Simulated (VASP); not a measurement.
Input of a VASP 6.6.1 run:

INCAR

```
SYSTEM = Ti
PREC = Accurate
ENCUT = 520
EDIFF = 1E-6
ISMEAR = 0
SIGMA = 0.15
LREAL = .False.
LASPH = .True.
NELM = 80
ALGO = Fast
ISIF = 2
LWAVE = .False.
LCHARG = .False.
GGA = PE
NBANDS = 19
```

Contents of KPOINTS:

```
Automatic mesh
0
Gamma
  18 18 10
  0 0 0
```

POSCAR

```
Ti
1.0
    2.8614979246      0.0000000000      0.0000000000
   -1.4307489623      2.4781298956      0.0000000000
    0.0000000000      0.0000000000      4.6157100000
Ti
2
Direct
    0.3333333333      0.6666666667      0.2500000000
    0.6666666667      0.3333333333      0.7500000000
```

Potentials or basis: VASP PAW PBE potentials, release 64 (Ti_sv).

Launch:

```bash
$ cat potpaw_PBE.64/Ti_sv/POTCAR > POTCAR
$ mpirun -np 1 vasp_std > vasp.out
```

(1) Predict the pressure.

(2) Predict the band gap on the k mesh.

## Answers

(1) 7.1 GPa.

(2) zero (band 12 reaches 9.79 eV, above the bottom of band 13 at 8.65 eV).

Caveat: the cell differs from its parent crystal (strain -0.030 along x and y, -0.015 along z).
